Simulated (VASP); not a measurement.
# Na2Au2O3 (P2_1/c) in VASP: single point with PBE

Aim: the single point of Na2Au2O3 with PBE.

All numbers are computed with VASP 6.6.1; they aren't measurements. Logs are shortened: lines on timing, memory, paths and dates and some standing lists are left out, and cuts for length are marked.

### 1 The cell of the first run

The structure is monoclinic, space group P2_1/c (No. 14). Conventional cell: a = 6.061 Å, b = 5.135 Å, c = 6.076 Å, α = 90.00°, β = 116.59°, γ = 90.00°. Au (site symmetry 1) has 7 O at 2.03 to 3.69 Å and 7 Na at 2.71 to 3.38 Å and 5 Au at 3.08 to 3.55 Å within 3.7 Å. Na (site symmetry 1) has 5 O at 2.18 to 2.45 Å and 7 Au at 2.71 to 3.38 Å and 5 Na at 3.05 to 3.23 Å within 3.4 Å. O (site symmetry 1) has 3 Au at 2.03 to 2.38 Å and 3 Na at 2.19 to 2.45 Å and 2 O at 2.64 to 2.74 Å within 2.8 Å. Within 2.9 Å of O (site symmetry -1) lie 2 Au at 2.16 Å and 4 Na at 2.18 to 2.20 Å and 2 O at 2.74 Å.

### 2 Single point, PBE

INCAR reads:

```
SYSTEM = Na2Au2O3
PREC = Accurate ; ENCUT = 520
EDIFF = 1E-6 ; ISMEAR = -1
SIGMA = 0.1 ; LREAL = .False.
LASPH = .True. ; NELM = 80
ALGO = Normal ; ISIF = 2
LWAVE = .False. ; LCHARG = .False.
GGA = PE ; NBANDS = 67
```

KPOINTS reads:

```
regular mesh
0
Gamma
  4 3 4
  0 0 0
```

POSCAR reads:

```
Na2Au2O3
1.0
    6.3770626089      0.0000000000     -0.1284680565
    0.0000000000      5.1354064241      0.0000000000
   -3.0987024662      0.0000000000      5.2266125004
Au Na O
4 4 6
Direct
    0.3360120156      0.2005692224      0.0963652754
    0.6639879844      0.7005692224      0.4036347246
    0.6639879844      0.7994307776      0.9036347246
    0.3360120156      0.2994307776      0.5963652754
    0.1355700756      0.8309524556      0.3857739975
    0.8644299244      0.3309524556      0.1142260025
    0.8644299244      0.1690475444      0.6142260025
    0.1355700756      0.6690475444      0.8857739975
    0.2822172030      0.4992757728      0.2818437607
    0.7177827970      0.9992757728      0.2181562393
    0.7177827970      0.5007242272      0.7181562393
    0.2822172030      0.0007242272      0.7818437607
    0.0000000000      0.0000000000      0.0000000000
    0.0000000000      0.5000000000      0.5000000000
```

Potentials or basis: VASP PAW PBE potentials, release 64 (Au, Na_pv, O).

On the command line:

```
cat potpaw_PBE.64/Au/POTCAR potpaw_PBE.64/Na_pv/POTCAR potpaw_PBE.64/O/POTCAR > POTCAR
mpirun -np 1 vasp_std > vasp.out
```

OUTCAR:

```text
SYSTEM = Na2Au2O3
   PREC = Accurate
   ENCUT = 520
   EDIFF = 1E-6
   ISMEAR = -1
   LREAL = .False.
   LASPH = .True.
   NELM = 80
   ISIF = 2
   GGA = PE

 ion  position               nearest neighbor table
   1  0.336  0.201  0.096-  12 2.03   9 2.04  13 2.16  10 2.38   8 2.71   7 2.89   8 3.00   4 3.08
                             4 3.08   6 3.14   7 3.18   2 3.22   2 3.22   3 3.55
   2  0.664  0.701  0.404-  11 2.03  10 2.04  14 2.16   9 2.38   7 2.71   8 2.89   7 3.00   3 3.08
                             3 3.08   5 3.14   8 3.18   1 3.22   1 3.22   4 3.55
   3  0.664  0.799  0.904-  10 2.03  11 2.04  13 2.16  12 2.38   6 2.71   5 2.89   6 3.00   2 3.08
                             2 3.08   8 3.14   5 3.18   4 3.22   4 3.22   1 3.55
   4  0.336  0.299  0.596-   9 2.03  12 2.04  14 2.16  11 2.38   5 2.71   6 2.89   5 3.00   1 3.08
                             1 3.08   7 3.14   6 3.18   3 3.22   3 3.22   2 3.55
   5  0.136  0.831  0.386-  14 2.18   9 2.19  13 2.20  12 2.25   4 2.71   3 2.89   4 3.00   2 3.14
                             3 3.18
   6  0.864  0.331  0.114-  13 2.18  10 2.19  14 2.20  11 2.25   3 2.71   4 2.89   3 3.00   1 3.14
                             4 3.18
   7  0.864  0.169  0.614-  14 2.18  11 2.19  13 2.20  10 2.25   2 2.71   1 2.89   2 3.00   4 3.14
                             1 3.18
   8  0.136  0.669  0.886-  13 2.18  12 2.19  14 2.20   9 2.25   1 2.71   2 2.89   1 3.00   3 3.14
                             2 3.18
   9  0.282  0.499  0.282-   4 2.03   1 2.04   5 2.19   8 2.25   2 2.38
  10  0.718  0.999  0.218-   3 2.03   2 2.04   6 2.19   7 2.25   1 2.38
  11  0.718  0.501  0.718-   2 2.03   3 2.04   7 2.19   6 2.25   4 2.38
  12  0.282  0.001  0.782-   1 2.03   4 2.04   8 2.19   5 2.25   3 2.38
  13  0.000  0.000  0.000-   1 2.16   3 2.16   6 2.18   8 2.18   7 2.20   5 2.20
  14  0.000  0.500  0.500-   2 2.16   4 2.16   5 2.18   7 2.18   6 2.20   8 2.20

  LATTYP: Found a simple monoclinic cell.
 ALAT       =     6.0612475610
 B/A-ratio  =     0.8472523804
 C/A-ratio  =     1.0024564209
 COS(beta)  =    -0.4476737694

  Lattice vectors:

 A1 = (   3.2783601427,   0.0000000000,   5.0981444439)
 A2 = (   0.0000000000,  -5.1354064241,   0.0000000000)
 A3 = (   3.0987024662,   0.0000000000,  -5.2266125004)

Analysis of symmetry for initial positions (statically):
=====================================================================
 Subroutine PRICEL returns:
 Original cell was already a primitive cell.

 Routine SETGRP: Setting up the symmetry group for a
 simple monoclinic supercell.

 Subroutine GETGRP returns: Found  4 space group operations
 (whereof  2 operations were pure point group operations)
 out of a pool of  4 trial point group operations.

[... 151 lines left out ...]
   EFERMI_NEDOS =   21; number of points for ismear=-14 and -15
   IALGO  =     38    algorithm
   IMIX   =      4    mixing-type and parameters
     AMIX     =   0.40;   BMIX     =  1.00
     AMIX_MAG =   1.60;   BMIX_MAG =  1.00
  volume/ion in A,a.u.               =      12.08        81.52
  Fermi-wavevector in a.u.,A,eV,Ry     =   1.409776  2.664091 27.041164  1.987469
  Thomas-Fermi vector in A             =   2.531798
   LORBIT       =      0    0 simple, 1 ext, 2 COOP (PROOUT), +10 PAW based schemes
   GGA     = PE    functional components
   LHFCALC =     F    Hartree Fock is set to
   AEXX    =    0.0000 exact exchange contribution
   IVDW    =     0    specifies the selected vdW correction
   LEPSILON=     F    determine dielectric tensor
   LRPA    =     F    only Hartree local field effects (RPA)
 non-spin polarized calculation
  energy-cutoff  :      520.00
  volume of cell :      169.12
 maximum number of plane-waves:      4586
   NGX = 23   NGY = 19   NGZ = 23

 number of electron     108.0000026 magnetization

 Free energy of the ion-electron system (eV)
  ---------------------------------------------------
  ext. energy  EPLUGINS =         0.00000000
  ---------------------------------------------------
  free energy    TOTEN  =       -53.31120886 eV

  energy without entropy =      -53.24269697  energy(sigma->0) =      -53.27695292

 E-fermi :   5.3559     XC(G=0): -11.2619

 val. band max:        5.2525290336   @ k =   0.2500   0.0000   0.5000
 cond. band min:       5.4161038819   @ k =   0.5000   0.0000   0.0000
 fundamental gap:      0.1635748484
 Fermi energy:         5.3559025499

 k-point     1 :       0.0000    0.0000    0.0000
  band No.  band energies     occupation
      1     -16.8851      2.00000
      2     -16.8424      2.00000
      3     -16.8040      2.00000
      4     -16.7799      2.00000
      5     -16.7680      2.00000
      6     -16.7636      2.00000
[... 1369 lines left out ...]
     65      14.0147      0.00000
     66      14.0147      0.00000
 [bands above 66 left out]

------------------------ aborting loop because EDIFF is reached ----------------------------------------

  FORCE on cell =-STRESS in cart. coord.  units (eV):
  Direction    XX          YY          ZZ          XY          YZ          ZX
  --------------------------------------------------------------------------------------
  -------------------------------------------------------------------------------------
  Total       21.1776832     21.3586427     21.3809600      0.0000000      0.0000000     -0.1993622
  in kB      200.6279689    202.3422990    202.5537232      0.0000000      0.0000000     -1.8886694
  external PRESSURE =     201.8413304 kB  Pullay stress =       0.0000000 kB

 VOLUME and BASIS-vectors are now :
 -----------------------------------------------------------------------------
  energy-cutoff  :      520.00
  volume of cell :      169.12
      direct lattice vectors                 reciprocal lattice vectors
     6.377062609  0.000000000 -0.128468057     0.158707543  0.000000000  0.094092963
     0.000000000  5.135406424  0.000000000     0.000000000  0.194726555  0.000000000
    -3.098702466  0.000000000  5.226612500     0.003900968  0.000000000  0.193641281

 POSITION                                       TOTAL-FORCE (eV/Angst)
 -----------------------------------------------------------------------------------
      1.84416      1.03000      0.46050         0.016668     -0.009867      0.021058
      2.98355      3.59771      2.02434        -0.016668     -0.009867     -0.021058
      1.43420      4.10540      4.63765        -0.016668      0.009867     -0.021058
      0.29481      1.53770      3.07380         0.016668      0.009867      0.021058
     -0.33086      4.26728      1.99887         0.003941      0.015052      0.005944
      5.15857      1.69958      0.48596        -0.003941      0.015052     -0.005944
      3.60922      0.86813      3.09927        -0.003941     -0.015052     -0.005944
     -1.88021      3.43583      4.61218         0.003941     -0.015052      0.005944
      0.92637      2.56398      1.43683         0.010851      0.028371     -0.007971
      3.90134      5.13169      1.04801        -0.010851      0.028371      0.007971
      2.35199      2.57142      3.66131        -0.010851     -0.028371      0.007971
     -0.62298      0.00372      4.05014         0.010851     -0.028371     -0.007971
      0.00000      0.00000      0.00000        -0.000000     -0.000000     -0.000000
     -1.54935      2.56770      2.61331        -0.000000     -0.000000     -0.000000
 -----------------------------------------------------------------------------------
    total drift:                                0.000000      0.000000     -0.000000

  FREE ENERGIE OF THE ION-ELECTRON SYSTEM (eV)
  ---------------------------------------------------
  free  energy   TOTEN  =       -53.3112088640 eV

  energy  without entropy=      -53.2426969748  energy(sigma->0) =      -53.27695292
```

Wall time 7.1 min (1 thread of Intel Xeon 8259CL, shared host); peak memory 0.39 GiB.

Results:

```yaml
Free_energy: -53.3112 eV
Pressure: 20.2 GPa
Largest_force: 0.031 eV/Å
Band_gap_on_the_k_mesh: 0.16 eV (least direct gap 0.38 eV)
```

Forces in eV/Å, atoms in the order of the input:
```
Au   0.017 -0.010  0.021
Au  -0.017 -0.010 -0.021
Au  -0.017  0.010 -0.021
Au   0.017  0.010  0.021
Na   0.004  0.015  0.006
Na  -0.004  0.015 -0.006
Na  -0.004 -0.015 -0.006
Na   0.004 -0.015  0.006
O    0.011  0.028 -0.008
O   -0.011  0.028  0.008
O   -0.011 -0.028  0.008
O    0.011 -0.028 -0.008
O    0.000  0.000  0.000
O    0.000  0.000  0.000
```

Stress tensor (GPa, compression positive):
```
20.06  0.00 -0.19
 0.00 20.23  0.00
-0.19  0.00 20.26
```

Caveat: the cell stands under pressure; spin-orbit coupling is left out, which moves the levels of the heavy elements; an odd mesh through Γ misses points on the zone boundary, where band edges can lie.
